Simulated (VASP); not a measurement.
# P (P6/mmm) in VASP: notebook

The runs below take P through single point, with PBE.

All numbers are computed with VASP 6.6.1; they aren't measurements. Logs are shortened: lines on timing, memory, paths and dates and some standing lists are left out, and cuts for length are marked.

## 1. The cell of the first run

Symmetry: P6/mmm, No. 191, hexagonal system. Conventional cell: a = 4.156 Å, b = 4.156 Å, c = 2.417 Å, α = 90.00°, β = 90.00°, γ = 120.00°. Within 3.2 Å of P (site symmetry 6/mmm) lie 14 P at 2.42 to 2.69 Å. P (site symmetry -6m2) has 11 P at 2.40 to 2.69 Å within 3.2 Å.

## 2. Single point, PBE

Contents of INCAR:

```
SYSTEM = P
ALGO     = Normal         ! electronic algorithm
EDIFF    = 1E-6           ! SCF threshold, eV
ENCUT    = 520            ! plane-wave cutoff, eV
GGA      = PE             ! functional
ISIF     = 2              ! what is computed and relaxed
ISMEAR   = -1             ! smearing method
LASPH    = .TRUE.         ! aspherical terms in the spheres
LCHARG   = .TRUE.         ! write CHGCAR
LELF     = .TRUE.         ! ELF
LREAL    = .FALSE.        ! projectors in reciprocal space
LVHAR    = .TRUE.       
LWAVE    = .FALSE.        ! write WAVECAR
NBANDS   = 14             ! bands
NELM     = 60             ! most SCF steps
PREC     = Accurate       ! precision mode
SIGMA    = 0.05           ! smearing width, eV
```

Contents of KPOINTS:

```
k-points
0
G
  9 9 12
  0 0 0
```

Contents of POSCAR:

```
P
1.0
    4.1564497725      0.0000000000      0.0000000000
   -2.0782248862      3.5995910925      0.0000000000
    0.0000000000      0.0000000000      2.4165104144
P
3
Direct
    0.0000000000      0.0000000000      0.0000000000
    0.3333333333      0.6666666667      0.5000000000
    0.6666666667      0.3333333333      0.5000000000
```

Potentials or basis: VASP PAW PBE potentials, release 64 (P).

Started as:

```console
$ cat potpaw_PBE.64/P/POTCAR > POTCAR
$ mpirun -np 1 vasp_std > vasp.out
```

OUTCAR:

```text
SYSTEM = P
   EDIFF = 1E-6
   ENCUT = 520
   GGA = PE
   ISIF = 2
   ISMEAR = -1
   LASPH = .TRUE.
   LREAL = .FALSE.
   NELM = 60
   PREC = Accurate

 ion  position               nearest neighbor table
   1  0.000  0.000  0.000-   2 2.69   3 2.69   2 2.69   3 2.69   2 2.69   2 2.69   3 2.69   3 2.69
                             3 2.69   3 2.69   2 2.69   2 2.69
   2  0.333  0.667  0.500-   3 2.40   3 2.40   3 2.40   1 2.69   1 2.69   1 2.69   1 2.69   1 2.69
                             1 2.69
   3  0.667  0.333  0.500-   2 2.40   2 2.40   2 2.40   1 2.69   1 2.69   1 2.69   1 2.69   1 2.69
                             1 2.69

  LATTYP: Found a hexagonal cell.
 ALAT       =     4.1564497725
 C/A-ratio  =     0.5813880948

  Lattice vectors:

 A1 = (   4.1564497725,   0.0000000000,   0.0000000000)
 A2 = (  -2.0782248862,   3.5995910925,   0.0000000000)
 A3 = (   0.0000000000,   0.0000000000,   2.4165104144)

Analysis of symmetry for initial positions (statically):
=====================================================================
 Subroutine PRICEL returns:
 Original cell was already a primitive cell.

 Routine SETGRP: Setting up the symmetry group for a
 hexagonal supercell.

 Subroutine GETGRP returns: Found 24 space group operations
 (whereof 24 operations were pure point group operations)
 out of a pool of 24 trial point group operations.

The static configuration has the point symmetry D_6h.

Analysis of symmetry for dynamics (positions and initial velocities):
=====================================================================
 Subroutine PRICEL returns:
 Original cell was already a primitive cell.

 Routine SETGRP: Setting up the symmetry group for a
 hexagonal supercell.

 Subroutine GETGRP returns: Found 24 space group operations
 (whereof 24 operations were pure point group operations)
 out of a pool of 24 trial point group operations.

The dynamic configuration has the point symmetry D_6h.

 Subroutine INISYM returns: Found 24 space group operations
 (whereof 24 operations are pure point group operations),
 and found     1 'primitive' translations

----------------------------------------------------------------------------------------

                                     Primitive cell

  volume of cell :      36.1547

  direct lattice vectors                    reciprocal lattice vectors
     4.156449773  0.000000000  0.000000000     0.240589940  0.138904666  0.000000000
    -2.078224886  3.599591092  0.000000000     0.000000000  0.277809333  0.000000000
     0.000000000  0.000000000  2.416510414     0.000000000  0.000000000  0.413819859

  length of vectors
     4.156449773  4.156449772  2.416510414     0.277809333  0.277809333  0.413819859

  position of ions in fractional coordinates (direct lattice)
     0.000000000  0.000000000  0.000000000
     0.333333333  0.666666667  0.500000000
     0.666666667  0.333333333  0.500000000

  ion indices of the primitive-cell ions
   primitive index   ion index
                 1           1
                 2           2
                 3           3

----------------------------------------------------------------------------------------

 KPOINTS: k-points

Automatic generation of k-mesh.
 Grid dimensions read from file:
 generate k-points for:    9    9   12

 Generating k-lattice:

  Cartesian coordinates                     Fractional coordinates (reciprocal lattice)
     0.026732216  0.015433852  0.000000000     0.111111111  0.000000000  0.000000000
     0.000000000  0.030867704  0.000000000     0.000000000  0.111111111  0.000000000
     0.000000000  0.000000000  0.034484988     0.000000000  0.000000000  0.083333333

  Length of vectors
     0.030867704  0.030867704  0.034484988

  Shift w.r.t. Gamma in fractional coordinates (k-lattice)
     0.000000000  0.000000000  0.000000000

 Subroutine IBZKPT returns following result:
 ===========================================

 Found     84 irreducible k-points:

 Following reciprocal coordinates:
            Coordinates               Weight
  0.000000  0.000000  0.000000      1.000000
  0.111111 -0.000000  0.000000      6.000000
  0.222222  0.000000  0.000000      6.000000
  0.333333  0.000000  0.000000      6.000000
  0.444444  0.000000  0.000000      6.000000
  0.111111  0.111111  0.000000      6.000000
[... 16 lines left out ...]
  0.333333  0.222222  0.083333     24.000000
  0.333333  0.333333  0.083333      4.000000
 [... further k-points ...]
   k-points           NKPTS =     84   k-points in BZ     NKDIM =     84   number of bands    NBANDS=     14
   number of dos      NEDOS =    301   number of ions     NIONS =      3
   total plane-waves  NPLWV =  18432
   dimension x,y,z NGX =    32 NGY =   32 NGZ =   18
   dimension x,y,z NGXF=    64 NGYF=   64 NGZF=   36
   ions per type =               3
   NGX,Y,Z   is equivalent  to a cutoff of  12.80, 12.80, 12.38 a.u.
   NGXF,Y,Z  is equivalent  to a cutoff of  25.60, 25.60, 24.77 a.u.
 SYSTEM =  P
   PREC   = accura    normal or accurate (medium, high low for compatibility)
   ISTART =      0    job   : 0-new  1-cont  2-samecut
   ICHARG =      2    charge: 1-file 2-atom 10-const
   ISPIN  =      1    spin polarized calculation?
   LNONCOLLINEAR =      F non collinear calculations
   LSORBIT =      F    spin-orbit coupling
   LASPH  =      T    aspherical Exc in radial PAW
   ENCUT  =  520.0 eV  38.22 Ry    6.18 a.u.   7.73  7.73  4.49*2*pi/ulx,y,z
   NELM   =     60;   NELMIN=  2; NELMDL= -5     # of ELM steps
   EDIFF  = 0.1E-05   stopping-criterion for ELM
   LREAL  =      F    real-space projection
   EDIFFG = 0.1E-04   stopping-criterion for IOM
   NSW    =      0    number of steps for IOM
   IBRION =     -1    ionic relax: 0-MD 1-quasi-New 2-CG
   NFREE  =      0    steps in history (QN), initial steepest desc. (CG)
   ISIF   =      2    stress and relaxation
   ISYM   =      2    0-nonsym 1-usesym 2-fastsym
   POTIM  = 0.5000    time-step for ionic-motion
   TEBEG  =    0.0;   TEEND  =   0.0 temperature during run
   PSTRESS=    0.0 pullay stress
   NELECT =      15.0000    total number of electrons
   NUPDOWN=      -1.0000    fix difference up-down
   EMIN   =  10.00;   EMAX   =-10.00  energy-range for DOS
   EFERMI =   0.00;   METHOD = LEGACY
   ISMEAR =    -1;   SIGMA  =   0.05  broadening in eV -4-tet -1-fermi 0-gaus
   EFERMI_NEDOS =   21; number of points for ismear=-14 and -15
   IALGO  =     38    algorithm
   IMIX   =      4    mixing-type and parameters
     AMIX     =   0.40;   BMIX     =  1.00
     AMIX_MAG =   1.60;   BMIX_MAG =  1.00
  volume/ion in A,a.u.               =      12.05        81.33
  Fermi-wavevector in a.u.,A,eV,Ry     =   1.221004  2.307363 20.284260  1.490851
  Thomas-Fermi vector in A             =   2.356202
   LORBIT       =      0    0 simple, 1 ext, 2 COOP (PROOUT), +10 PAW based schemes
   GGA     = PE    functional components
   LHFCALC =     F    Hartree Fock is set to
   AEXX    =    0.0000 exact exchange contribution
   IVDW    =     0    specifies the selected vdW correction
   LEPSILON=     F    determine dielectric tensor
   LRPA    =     F    only Hartree local field effects (RPA)
 non-spin polarized calculation
  energy-cutoff  :      520.00
  volume of cell :       36.15
 maximum number of plane-waves:      1005
 NGX is ok and might be reduce to    32

 number of electron      14.9999998 magnetization

 Free energy of the ion-electron system (eV)
  ---------------------------------------------------
  ext. energy  EPLUGINS =         0.00000000
  ---------------------------------------------------
  free energy    TOTEN  =       -13.63970620 eV

  energy without entropy =      -13.63252700  energy(sigma->0) =      -13.63611660

 E-fermi :  12.6186     XC(G=0): -12.3093

 val. band max:       12.5803238251   @ k =   0.1111   0.1111   0.5000
 cond. band min:      12.6780740804   @ k =   0.1111   0.1111   0.4167
 fundamental gap:      0.0977502553
 Fermi energy:        12.6185686305

 k-point     1 :       0.0000    0.0000    0.0000
  band No.  band energies     occupation
      1      -5.7875      2.00000
      2       3.6013      2.00000
      3       3.6421      2.00000
      4       5.5788      2.00000
      5       5.5788      2.00000
      6       5.8909      2.00000
      7       5.8909      2.00000
      8      16.3105      0.00000
      9      19.0391      0.00000
     10      21.0397      0.00000
     11      21.0397      0.00000
     12      22.4642      0.00000
     13      22.5404      0.00000
     14      24.7016      0.00000

 k-point     2 :       0.1111   -0.0000    0.0000
  band No.  band energies     occupation
      1      -5.6522      2.00000
      2       2.4948      2.00000
      3       3.0578      2.00000
      4       4.6921      2.00000
      5       5.9303      2.00000
      6       7.0296      2.00000
      7       7.6979      2.00000
      8      16.4245      0.00000
      9      18.9720      0.00000
     10      20.1161      0.00000
     11      20.4663      0.00000
     12      22.1840      0.00000
     13      22.3232      0.00000
     14      24.6745      0.00000

 k-point     3 :       0.2222    0.0000    0.0000
  band No.  band energies     occupation
      1      -5.2469      2.00000
      2       0.6842      2.00000
      3       2.3641      2.00000
      4       3.9209      2.00000
      5       7.2953      2.00000
      6       8.5545      2.00000
      7      10.2239      2.00000
      8      16.7650      0.00000
      9      17.5328      0.00000
     10      18.8652      0.00000
     11      19.7243      0.00000
     12      21.3051      0.00000
     13      21.9737      0.00000
     14      24.2482      0.00000
[... 324 lines left out ...]
 k-point    23 :       0.3333    0.2222    0.0833
  band No.  band energies     occupation
      1      -3.0698      2.00000
      2      -1.8758      2.00000
      3      -0.6999      2.00000
      4       6.4850      2.00000
      5       8.7258      2.00000
      6      10.9429      2.00000
      7      14.9709      0.00000
      8      15.4044      0.00000
      9      16.4164      0.00000
     10      16.9693      0.00000
     11      17.6274      0.00000
     12      18.6562      0.00000
     13      20.9168      0.00000
     14      21.9058      0.00000

 k-point    24 :       0.3333    0.3333    0.0833
  band No.  band energies     occupation
      1      -2.0490      2.00000
      2      -2.0490      2.00000
      3      -1.9263      2.00000
      4       8.3406      2.00000
      5       8.7503      2.00000
      6       8.7503      2.00000
      7      15.8874      0.00000
      8      15.8874      0.00000
      9      17.1887      0.00000
     10      17.3876      0.00000
     11      18.0270      0.00000
     12      18.0270      0.00000
     13      20.7262      0.00000
     14      20.8717      0.00000

 [... further k-points ...]
[... 5 lines left out ...]
  --------------------------------------------------------------------------------------
  -------------------------------------------------------------------------------------
  Total        4.9939460      4.9939460      4.9873134      0.0000000     -0.0000000      0.0000000
  in kB      221.3043980    221.3043980    221.0104778      0.0000000     -0.0000000      0.0000000
  external PRESSURE =     221.2064246 kB  Pullay stress =       0.0000000 kB

 VOLUME and BASIS-vectors are now :
 -----------------------------------------------------------------------------
  energy-cutoff  :      520.00
  volume of cell :       36.15
      direct lattice vectors                 reciprocal lattice vectors
     4.156449773  0.000000000  0.000000000     0.240589940  0.138904666  0.000000000
    -2.078224886  3.599591092  0.000000000     0.000000000  0.277809333  0.000000000
     0.000000000  0.000000000  2.416510414     0.000000000  0.000000000  0.413819859

 POSITION                                       TOTAL-FORCE (eV/Angst)
 -----------------------------------------------------------------------------------
      0.00000      0.00000      0.00000         0.000000      0.000000      0.000000
     -0.00000      2.39973      1.20826         0.000000      0.000000      0.000000
      2.07822      1.19986      1.20826        -0.000000      0.000000     -0.000000
 -----------------------------------------------------------------------------------
    total drift:                               -0.000000      0.000000      0.000000

  FREE ENERGIE OF THE ION-ELECTRON SYSTEM (eV)
  ---------------------------------------------------
  free  energy   TOTEN  =       -13.6397062048 eV

  energy  without entropy=      -13.6325269978  energy(sigma->0) =      -13.63611660
```

It took 19 s on 1 thread of Intel Xeon Platinum 8375C at 2.90GHz (Ice Lake), shared host; peak memory 0.16 GiB.

Results:

- Free energy: -13.6397 eV
- Pressure: 22.1 GPa

## 3. Single point, PBE

Contents of INCAR:

```
  PREC = Accurate
  ENCUT = 520
  EDIFF = 1E-6
  ISMEAR = -1
  SIGMA = 0.05
  LREAL = F
  LASPH = T
  NELM = 100
  ALGO = Normal
  ISIF = 2
  LWAVE = F
  LCHARG = F
  GGA = PE
  NBANDS = 14
```

Contents of KPOINTS:

```
Automatic mesh
0
Gamma
  9 9 12
```

POSCAR is that of step 2.

Potentials or basis: VASP PAW PBE potentials, release 64 (P).

Started as:

```console
$ cat potpaw_PBE.64/P/POTCAR > POTCAR
$ mpirun -np 1 vasp_std > vasp.out
```

It took 14 s on 1 thread of Intel Xeon Platinum 8375C at 2.90GHz (Ice Lake), shared host; peak memory 0.16 GiB.

The run converged. Its results:

```
Free energy : -13.6397 eV
Pressure    : 22.1 GPa
```

Levels at points of the mesh, in eV from the Fermi level:
| k point | band 5 | band 6 | band 7 | band 8 | band 9 | band 10 | band 11 | band 12 |
| --- | --- | --- | --- | --- | --- | --- | --- | --- |
| (0.00, 0.00, 0.00) | -7.04 | -6.73 | -6.73 | 3.69 | 6.42 | 8.42 | 8.42 | 9.85 |
| (0.00, 0.00, 0.50) | -3.31 | -3.31 | -3.03 | -2.99 | -1.13 | -1.13 | -0.76 | -0.76 |

(Part 1 of 3 ends here.)
